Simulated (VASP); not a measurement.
A run of VASP 6.6.1 is set up as follows.

INCAR

```
SYSTEM = TiN
PREC = Accurate
ENCUT = 520
EDIFF = 1E-6
ISMEAR = 0
SIGMA = 0.1
LREAL = .False.
LASPH = .True.
NELM = 100
ALGO = Normal
ISIF = 2
LWAVE = .False.
LCHARG = .True.
GGA = PE
IVDW = 12
LELF = .True.
LVHAR = .True.
NBANDS = 16
```

File KPOINTS:

```
regular mesh
0
Gamma
  18 18 18
  0 0 0
```

File POSCAR:

```
TiN
1.0
    0.0000000000      2.1028117625      2.1028117625
    2.1028117625      0.0000000000      2.1028117625
    2.1028117625      2.1028117625      0.0000000000
Ti N
1 1
Direct
    0.0000000000      0.0000000000      0.0000000000
    0.5000000000      0.5000000000      0.5000000000
```

Potentials or basis: VASP PAW PBE potentials, release 64 (Ti_sv, N).

Launch:

```sh
$ cat potpaw_PBE.64/Ti_sv/POTCAR potpaw_PBE.64/N/POTCAR > POTCAR
$ mpirun -np 1 vasp_std > vasp.out
```

(1) Estimate the dispersion energy per atom.

(2) What does it give for the pressure?

Results:

(1) -0.481 eV.

(2) 0.5 GPa.

Caveat: pairwise dispersion overbinds metals, which lowers pressure and volume.
